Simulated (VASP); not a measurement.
# Ag in VASP: single point with PBEsol

Aim: the single point of Ag with PBEsol.

All numbers are computed with VASP 6.6.1; they aren't measurements. Logs are shortened: lines on timing, memory, paths and dates and some standing lists are left out, and cuts for length are marked.

**1. The cell of the first run**

The cell holds a slab with vacuum, 9 atoms: a = 2.866 Å, b = 2.866 Å, c = 32.214 Å, α = 90.00°, β = 90.00°, γ = 90.00°.

**2. Single point, PBEsol**

INCAR reads:

```
SYSTEM = Ag
PREC = Accurate
ENCUT = 520
EDIFF = 1E-6
ISMEAR = 1
SIGMA = 0.1
LREAL = .False.
LASPH = .True.
NELM = 100
ALGO = Normal
ISIF = 2
LWAVE = .False.
LCHARG = .True.
LDIPOL = .True.
IDIPOL = 3
DIPOL = 0.5 0.5 0.500
GGA = PS
LELF = .True.
LVHAR = .True.
LVACPOTAV = .True.
NBANDS = 60
```

KPOINTS reads:

```
regular mesh
0
Gamma
  11 11 1
  0 0 0
```

POSCAR reads:

```
Ag
1.0
    2.8663098920      0.0000000000      0.0000000000
    0.0000000000      2.8663098920      0.0000000000
    0.0000000000      0.0000000000     32.2142972920
Ag
9
Direct
    0.0000000000      0.0000000000      0.2482357967
    0.5000000000      0.5000000000      0.3100086973
    0.0000000000      0.0000000000      0.3733850928
    0.5000000000      0.5000000000      0.4366812396
    0.0000000000      0.0000000000      0.4999999988
    0.5000000000      0.5000000000      0.5633187580
    0.0000000000      0.0000000000      0.6266149046
    0.5000000000      0.5000000000      0.6899913022
    0.0000000000      0.0000000000      0.7517642099
```

Potentials or basis: VASP PAW PBE potentials, release 64 (Ag).

Launch:

```sh
$ cat potpaw_PBE.64/Ag/POTCAR > POTCAR
$ mpirun -np 1 vasp_std > vasp.out
```

OUTCAR:

```text
SYSTEM = Ag
   PREC = Accurate
   ENCUT = 520
   EDIFF = 1E-6
   ISMEAR = 1
   LREAL = .False.
   LASPH = .True.
   NELM = 100
   ISIF = 2
   GGA = PS

 ion  position               nearest neighbor table
   1  0.000  0.000  0.248-   2 2.84   2 2.84   2 2.84   2 2.84
   2  0.500  0.500  0.310-   1 2.84   1 2.84   1 2.84   1 2.84   3 2.88   3 2.88   3 2.88   3 2.88

   3  0.000  0.000  0.373-   4 2.87   4 2.87   4 2.87   4 2.87   2 2.88   2 2.88   2 2.88   2 2.88

   4  0.500  0.500  0.437-   3 2.87   3 2.87   3 2.87   3 2.87   5 2.88   5 2.88   5 2.88   5 2.88

   5  0.000  0.000  0.500-   4 2.88   6 2.88   4 2.88   6 2.88   4 2.88   6 2.88   4 2.88   6 2.88

   6  0.500  0.500  0.563-   7 2.87   7 2.87   7 2.87   7 2.87   5 2.88   5 2.88   5 2.88   5 2.88

   7  0.000  0.000  0.627-   6 2.87   6 2.87   6 2.87   6 2.87   8 2.88   8 2.88   8 2.88   8 2.88

   8  0.500  0.500  0.690-   9 2.84   9 2.84   9 2.84   9 2.84   7 2.88   7 2.88   7 2.88   7 2.88

   9  0.000  0.000  0.752-   8 2.84   8 2.84   8 2.84   8 2.84

  LATTYP: Found a simple tetragonal cell.
 ALAT       =     2.8663098920
 C/A-ratio  =    11.2389443242

  Lattice vectors:

 A1 = (   2.8663098920,   0.0000000000,   0.0000000000)
 A2 = (   0.0000000000,   2.8663098920,   0.0000000000)
 A3 = (   0.0000000000,   0.0000000000,  32.2142972920)

Analysis of symmetry for initial positions (statically):
=====================================================================
 Subroutine PRICEL returns:
 Original cell was already a primitive cell.

 Routine SETGRP: Setting up the symmetry group for a
 simple tetragonal supercell.

 Subroutine GETGRP returns: Found 16 space group operations
 (whereof 16 operations were pure point group operations)
 out of a pool of 16 trial point group operations.

The static configuration has the point symmetry D_4h.

Analysis of symmetry for dynamics (positions and initial velocities):
=====================================================================
 Subroutine PRICEL returns:
 Original cell was already a primitive cell.

 Routine SETGRP: Setting up the symmetry group for a
 simple tetragonal supercell.

 Subroutine GETGRP returns: Found 16 space group operations
 (whereof 16 operations were pure point group operations)
 out of a pool of 16 trial point group operations.

The dynamic configuration has the point symmetry D_4h.

 Subroutine INISYM returns: Found 16 space group operations
 (whereof 16 operations are pure point group operations),
 and found     1 'primitive' translations

----------------------------------------------------------------------------------------

                                     Primitive cell

  volume of cell :     264.6640

  direct lattice vectors                    reciprocal lattice vectors
     2.866309892  0.000000000  0.000000000     0.348880630  0.000000000  0.000000000
     0.000000000  2.866309892  0.000000000     0.000000000  0.348880630  0.000000000
     0.000000000  0.000000000 32.214297292     0.000000000  0.000000000  0.031042117

  length of vectors
     2.866309892  2.866309892 32.214297292     0.348880630  0.348880630  0.031042117

  position of ions in fractional coordinates (direct lattice)
     0.000000000  0.000000000  0.248235797
     0.500000000  0.500000000  0.310008697
     0.000000000  0.000000000  0.373385093
     0.500000000  0.500000000  0.436681240
     0.000000000  0.000000000  0.499999999
     0.500000000  0.500000000  0.563318758
     0.000000000  0.000000000  0.626614905
     0.500000000  0.500000000  0.689991302
     0.000000000  0.000000000  0.751764210

  ion indices of the primitive-cell ions
   primitive index   ion index
                 1           1
                 2           2
                 3           3
                 4           4
                 5           5
                 6           6
                 7           7
                 8           8
                 9           9

----------------------------------------------------------------------------------------

 KPOINTS: regular mesh

Automatic generation of k-mesh.
 Grid dimensions read from file:
 generate k-points for:   11   11    1

 Generating k-lattice:

  Cartesian coordinates                     Fractional coordinates (reciprocal lattice)
     0.031716421  0.000000000  0.000000000     0.090909091  0.000000000  0.000000000
     0.000000000  0.031716421  0.000000000     0.000000000  0.090909091  0.000000000
     0.000000000  0.000000000  0.031042117     0.000000000  0.000000000  1.000000000

  Length of vectors
     0.031716421  0.031716421  0.031042117

  Shift w.r.t. Gamma in fractional coordinates (k-lattice)
     0.000000000  0.000000000  0.000000000

 Subroutine IBZKPT returns following result:
 ===========================================

 Found     21 irreducible k-points:

 Following reciprocal coordinates:
            Coordinates               Weight
  0.000000  0.000000  0.000000      1.000000
  0.090909  0.000000  0.000000      4.000000
  0.181818  0.000000  0.000000      4.000000
  0.272727  0.000000  0.000000      4.000000
  0.363636  0.000000  0.000000      4.000000
  0.454545  0.000000  0.000000      4.000000
[... 13 lines left out ...]
  0.454545  0.363636  0.000000      8.000000
  0.454545  0.454545  0.000000      4.000000
   k-points           NKPTS =     21   k-points in BZ     NKDIM =     21   number of bands    NBANDS=     60
   number of dos      NEDOS =    301   number of ions     NIONS =      9
   total plane-waves  NPLWV = 138240
   dimension x,y,z NGX =    24 NGY =   24 NGZ =  240
   dimension x,y,z NGXF=    48 NGYF=   48 NGZF=  480
   ions per type =               9
   NGX,Y,Z   is equivalent  to a cutoff of  13.92, 13.92, 12.39 a.u.
   NGXF,Y,Z  is equivalent  to a cutoff of  27.84, 27.84, 24.77 a.u.
 SYSTEM =  Ag
   PREC   = accura    normal or accurate (medium, high low for compatibility)
   ISTART =      0    job   : 0-new  1-cont  2-samecut
   ICHARG =      2    charge: 1-file 2-atom 10-const
   ISPIN  =      1    spin polarized calculation?
   LNONCOLLINEAR =      F non collinear calculations
   LSORBIT =      F    spin-orbit coupling
   LASPH  =      T    aspherical Exc in radial PAW
   ENCUT  =  520.0 eV  38.22 Ry    6.18 a.u.   5.33  5.33 59.90*2*pi/ulx,y,z
   NELM   =    100;   NELMIN=  2; NELMDL= -5     # of ELM steps
   EDIFF  = 0.1E-05   stopping-criterion for ELM
   LREAL  =      F    real-space projection
   EDIFFG = 0.1E-04   stopping-criterion for IOM
   NSW    =      0    number of steps for IOM
   IBRION =     -1    ionic relax: 0-MD 1-quasi-New 2-CG
   NFREE  =      0    steps in history (QN), initial steepest desc. (CG)
   ISIF   =      2    stress and relaxation
   ISYM   =      2    0-nonsym 1-usesym 2-fastsym
   POTIM  = 0.5000    time-step for ionic-motion
   TEBEG  =    0.0;   TEEND  =   0.0 temperature during run
   PSTRESS=    0.0 pullay stress
   NELECT =      99.0000    total number of electrons
   NUPDOWN=      -1.0000    fix difference up-down
   EMIN   =  10.00;   EMAX   =-10.00  energy-range for DOS
   EFERMI =   0.00;   METHOD = LEGACY
   ISMEAR =     1;   SIGMA  =   0.10  broadening in eV -4-tet -1-fermi 0-gaus
   EFERMI_NEDOS =   21; number of points for ismear=-14 and -15
   IALGO  =     38    algorithm
   IMIX   =      4    mixing-type and parameters
     AMIX     =   0.40;   BMIX     =  1.00
     AMIX_MAG =   1.60;   BMIX_MAG =  1.00
  volume/ion in A,a.u.               =      29.41       198.45
  Fermi-wavevector in a.u.,A,eV,Ry     =   1.179564  2.229053 18.930761  1.391372
  Thomas-Fermi vector in A             =   2.315873
   LORBIT       =      0    0 simple, 1 ext, 2 COOP (PROOUT), +10 PAW based schemes
   GGA     = PS    functional components
   LHFCALC =     F    Hartree Fock is set to
   AEXX    =    0.0000 exact exchange contribution
   IVDW    =     0    specifies the selected vdW correction
   LEPSILON=     F    determine dielectric tensor
   LRPA    =     F    only Hartree local field effects (RPA)
 non-spin polarized calculation
 Methfessel and Paxton  Order N= 1 SIGMA  =   0.10
  energy-cutoff  :      520.00
  volume of cell :      264.66
 maximum number of plane-waves:      7185
 NGX is ok and might be reduce to    24
   NGX = 11   NGY = 11   NGZ =119

 dipolmoment           0.000000      0.000000     -0.000000 electrons x Angstroem

 number of electron      98.9999970 magnetization

 dipolmoment           0.000000      0.000000      0.000000 electrons x Angstroem

 Free energy of the ion-electron system (eV)
  ---------------------------------------------------
  ext. energy  EPLUGINS =         0.00000000
  ---------------------------------------------------
  free energy    TOTEN  =       -28.66004660 eV

  energy without entropy =      -28.65627013  energy(sigma->0) =      -28.65878778

 E-fermi :   2.9495     XC(G=0):  -7.6533

 val. band max:        2.9382489400   @ k =   0.2727   0.1818   0.0000
 cond. band min:       2.9704209826   @ k =   0.0909   0.0000   0.0000
 fundamental gap:      0.0321720426
 Fermi energy:         2.9495154310

 k-point     1 :       0.0000    0.0000    0.0000
  band No.  band energies     occupation
      1      -4.9331      2.00000
      2      -4.5827      2.00000
      3      -4.0700      2.00000
      4      -3.5795      2.00000
      5      -3.5100      2.00000
      6      -3.4422      2.00000
[... 52 lines left out ...]
     59       9.6900      0.00000
     60      10.3432      0.00000

 k-point     2 :       0.0909    0.0000    0.0000
  band No.  band energies     occupation
      1      -4.7613      2.00000
      2      -4.4215      2.00000
      3      -3.9280      2.00000
      4      -3.4935      2.00000
      5      -3.4034      2.00000
      6      -3.3490      2.00000
[... 52 lines left out ...]
     59       9.8320      0.00000
     60      10.4009      0.00000

 k-point     3 :       0.1818    0.0000    0.0000
  band No.  band energies     occupation
      1      -4.2819      2.00000
      2      -3.9974      2.00000
      3      -3.6133      2.00000
      4      -3.3186      2.00000
      5      -3.2545      2.00000
      6      -3.1928      2.00000
[... 1123 lines left out ...]
     59       9.7168      0.00000
     60      10.2991      0.00000

 k-point    21 :       0.4545    0.4545    0.0000
  band No.  band energies     occupation
      1      -3.5368      2.00000
      2      -3.5126      2.00000
      3      -3.4006      2.00000
      4      -3.3876      2.00000
      5      -3.3511      2.00000
      6      -3.2963      2.00000
[... 52 lines left out ...]
     59       9.8899      0.00000
     60      10.1910      0.00000

------------------------ aborting loop because EDIFF is reached ----------------------------------------

  FORCE on cell =-STRESS in cart. coord.  units (eV):
  Direction    XX          YY          ZZ          XY          YZ          ZX
  --------------------------------------------------------------------------------------
  -------------------------------------------------------------------------------------
  Total       -1.9826219     -1.9826219     -0.1978726      0.0000000      0.0000000      0.0000000
  in kB      -12.0020530    -12.0020530     -1.1978467      0.0000000      0.0000000      0.0000000
  external PRESSURE =      -8.4006509 kB  Pullay stress =       0.0000000 kB

 VOLUME and BASIS-vectors are now :
 -----------------------------------------------------------------------------
  energy-cutoff  :      520.00
  volume of cell :      264.66
      direct lattice vectors                 reciprocal lattice vectors
     2.866309892  0.000000000  0.000000000     0.348880630  0.000000000  0.000000000
     0.000000000  2.866309892  0.000000000     0.000000000  0.348880630  0.000000000
     0.000000000  0.000000000 32.214297292     0.000000000  0.000000000  0.031042117

 POSITION                                       TOTAL-FORCE (eV/Angst)
 -----------------------------------------------------------------------------------
      0.00000      0.00000      7.99674        -0.000000     -0.000000      0.007080
      1.43315      1.43315      9.98671         0.000000      0.000000      0.001487
      0.00000      0.00000     12.02834         0.000000     -0.000000     -0.001905
      1.43315      1.43315     14.06738        -0.000000      0.000000     -0.001363
      0.00000      0.00000     16.10715         0.000000     -0.000000      0.000000
      1.43315      1.43315     18.14692         0.000000      0.000000      0.001363
      0.00000      0.00000     20.18596         0.000000     -0.000000      0.001905
      1.43315      1.43315     22.22758         0.000000      0.000000     -0.001487
      0.00000      0.00000     24.21756         0.000000     -0.000000     -0.007080
 -----------------------------------------------------------------------------------
    total drift:                                0.000000     -0.000000      0.000013

  FREE ENERGIE OF THE ION-ELECTRON SYSTEM (eV)
  ---------------------------------------------------
  free  energy   TOTEN  =       -28.6600466039 eV

  energy  without entropy=      -28.6562701255  energy(sigma->0) =      -28.65878778

 vacuum level on the upper side and lower side of the slab         7.375         7.375
```

It took 14 min on 1 thread of Intel Xeon 8259CL, shared host; peak memory 0.48 GiB.

What came out:

```
Free energy            : -28.6600 eV
Largest force          : 0.007 eV/Å
Band gap on the k mesh : zero (an odd number of electrons rules out a gap without spin polarisation)
```

Forces on the atoms (eV/Å):
```
Ag   0.000  0.000  0.007
Ag   0.000  0.000  0.001
Ag   0.000  0.000 -0.002
Ag   0.000  0.000 -0.001
Ag   0.000  0.000  0.000
Ag   0.000  0.000  0.001
Ag   0.000  0.000  0.002
Ag   0.000  0.000 -0.001
Ag   0.000  0.000 -0.007
```

Caveat: the PAW data sets were made with another functional, which shifts forces and pressure a little.

The gap in the log of VASP goes by the Fermi energy; the results here count the filled bands.